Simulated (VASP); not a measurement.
Wanted: the native input for a VASP 6.6.1 run.

```yaml
Task: single point
Functional: PBE
Dispersion: D3(BJ)
Potentials_or_basis: VASP PAW PBE potentials, release 64 (Ir)
Cutoff: 520 eV
k_mesh: 11 × 11 × 1
Occupations: gaussian, width 0.1 eV
Spin: no spin polarisation
Dipole_correction: yes
Further_INCAR_settings: ALGO = Normal; EDIFF = 1e-07; NBANDS = 20
```

The structure of Ir lies in POSCAR:

```
Ir
1.0
    2.7154514959      0.0000000000      0.0000000000
    0.0000000000      2.7154514959      0.0000000000
    0.0000000000      0.0000000000     17.8402283335
Ir
3
Direct
    0.5000000000      0.5000000000      0.3923716597
    0.0000000000      0.0000000000      0.4961045458
    0.5000000000      0.5000000000      0.5998463328
```

One way to write it, as run:

INCAR

```
SYSTEM = Ir
PREC = Accurate ; ENCUT = 520
EDIFF = 1E-7 ; ISMEAR = 0
SIGMA = 0.1 ; LREAL = .False.
LASPH = .True. ; NELM = 60
ALGO = Normal ; ISIF = 2
LWAVE = .False. ; LCHARG = .False.
LDIPOL = .True. ; IDIPOL = 3
DIPOL = 0.5 0.5 0.496 ; GGA = PE
IVDW = 12 ; NBANDS = 20
```

KPOINTS

```
regular mesh
0
Gamma
  11 11 1
  0 0 0
```

Potentials or basis: VASP PAW PBE potentials, release 64 (Ir).

The run is started by

```bash
$ cat potpaw_PBE.64/Ir/POTCAR > POTCAR
$ mpirun -np 1 vasp_std > vasp.out
```

It gave:

```json
{"Largest force": "0.055 eV/Å", "Dispersion energy per atom": "-0.449 eV"}
```

Wall time 58 s on 1 thread of Intel(R) Xeon(R) Platinum 8488C (Sapphire Rapids), with other jobs on the host, peak memory 0.25 GiB.
